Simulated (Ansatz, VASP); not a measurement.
Ti2SeS: VASP beside Ansatz

```
CELL_PARAMETERS angstrom
3.34469 0.00000 0.00000
-1.67234 2.89658 0.00000
0.00000 0.00000 6.62403
ATOMIC_POSITIONS crystal
Ti 0.00000 0.00000 0.23792
Ti 0.00000 0.00000 0.76208
Se 0.33333 0.66667 0.50000
S 0.33333 0.66667 0.00000
```

Alike in both runs: task relaxation of cell and atoms; functional PBE; k mesh 12 × 12 × 6; occupations gaussian, width 0.1 eV; no spin polarisation.

|  | VASP | Ansatz |
| --- | --- | --- |
| version | VASP 6.6.1 | Ansatz 0.2.0 |
| potentials or method | VASP PAW PBE potentials, release 64 (Ti_sv, Se, S), cutoff 600 eV | scalar-relativistic, plane waves, PAW |
| valence electrons in the cell | 36 | 46 |

```csv
,VASP,Ansatz,Ansatz less VASP
"gap on the k mesh at the Fermi level, each at its own relaxed structure (eV)",none,none,-
relaxed volume (Å³/atom),16.05,16.03,-0.021
relaxed length of the cell vector where the two differ most in proportion (Å),3.344,3.342,-0.0015
```

A gap of «none» marks a metal or a gap that the smearing closes. VASP's potentials hold 36 valence electrons a cell and Ansatz's 46, so a difference there can come from the potentials and not from the codes.
